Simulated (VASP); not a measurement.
Wanted: the native input for a VASP 6.6.1 run.

- Task: relaxation of cell and atoms
- Functional: PBE
- Potentials or basis: VASP PAW PBE potentials, release 64 (Hf_pv, Ga_d, Te)
- Cutoff: 600 eV
- k mesh: 10 × 10 × 6
- Occupations: gaussian, width 0.1 eV
- Spin: no spin polarisation
- Dipole correction: no
- Further INCAR settings: ALGO = Normal; EDIFF = 1e-07; IBRION = 2; EDIFFG = -0.01; NSW = 100; ISIF = 3

The structure of HfGa2Te3 lies in POSCAR:

```
HfGa2Te3
1.0
    4.2344213077      0.0000000000      0.0000000000
    0.0000000000      4.2344213077      0.0000000000
    0.0000000000      0.0000000000      8.3221212751
Hf Ga Te
1 2 3
Direct
    0.5000000000      0.5000000000      0.0000000000
    0.5000000000      0.0000000000      0.6887316072
    0.0000000000      0.5000000000      0.3112683928
    0.5000000000      0.0000000000      0.3363154465
    0.0000000000      0.5000000000      0.6636845535
    0.0000000000      0.0000000000      0.0000000000
```

One way to write it, as run:

INCAR

```
SYSTEM = HfGa2Te3
  PREC = Accurate
  ENCUT = 600
  EDIFF = 1E-7
  ISMEAR = 0
  SIGMA = 0.1
  LREAL = .FALSE.
  LASPH = .TRUE.
  NELM = 60
  ALGO = Normal
  ISIF = 3
  LWAVE = .FALSE.
  LCHARG = .FALSE.
  GGA = PE
  IBRION = 2
  NSW = 100
  EDIFFG = -0.01
```

KPOINTS

```
regular mesh
0
G
  10 10 6
  0 0 0
```

Potentials or basis: VASP PAW PBE potentials, release 64 (Hf_pv, Ga_d, Te).

Command:

```console
$ cat potpaw_PBE.64/Hf_pv/POTCAR potpaw_PBE.64/Ga_d/POTCAR potpaw_PBE.64/Te/POTCAR > POTCAR
$ mpirun -np 1 vasp_std > vasp.out
```

Results of the run:

The relaxed volume is 24.79 Å³/atom. The relaxed cell is a = 4.230 Å, b = 4.230 Å, c = 8.313 Å, α = 90.00°, β = 90.00°, γ = 90.00°. The space group after relaxing (to 0.05 Å) is P-4m2 (No. 115) and the energy gained by relaxing is 0.0 meV/atom. The ionic steps are 3 and the pressure after relaxing is 0.0 GPa. The largest force after relaxing is 0.010 eV/Å. The band gap on the k mesh is zero (band 27 reaches 7.15 eV, above the bottom of band 28 at 6.40 eV).

Caveat: spin-orbit coupling is left out, which moves the levels of the heavy elements.

Run time: 12 min on 1 thread of Intel(R) Xeon(R) 6975P-C (Granite Rapids), with other jobs on the host, peak memory 0.68 GiB.
